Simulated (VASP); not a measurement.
Input of a VASP 6.6.1 run:

Contents of INCAR:

```
SYSTEM = Ge
PREC = Accurate
ENCUT = 520
EDIFF = 1E-7
ISMEAR = -1
SIGMA = 0.05
LREAL = .False.
LASPH = .True.
NELM = 60
ALGO = Normal
ISIF = 2
LWAVE = .False.
LCHARG = .True.
GGA = PS
LELF = .True.
LVHAR = .True.
NBANDS = 21
```

File KPOINTS:

```
regular mesh
0
Gamma
  11 11 11
  0 0 0
```

The input POSCAR:

```
Ge
1.0
    0.0000000000      2.7710237968      2.7710237968
    2.7710237968      0.0000000000      2.7710237968
    2.7710237968      2.7710237968      0.0000000000
Ge
2
Direct
    0.5000000000      0.5000000000      0.5000000000
    0.7500000000      0.7500000000      0.7500000000
```

Potentials or basis: VASP PAW PBE potentials, release 64 (Ge_d).

Launch:

```console
$ cat potpaw_PBE.64/Ge_d/POTCAR > POTCAR
$ mpirun -np 1 vasp_std > vasp.out
```

Problem. Estimate the band gap on the k mesh.

Solution. 0.34 eV (least direct gap 0.57 eV).

Problem. Estimate the pressure.

Solution. 5.6 GPa.

Caveat: the cell stands under pressure; the PAW data sets were made with another functional, which shifts forces and pressure a little; an odd mesh through Γ misses points on the zone boundary, where band edges can lie.
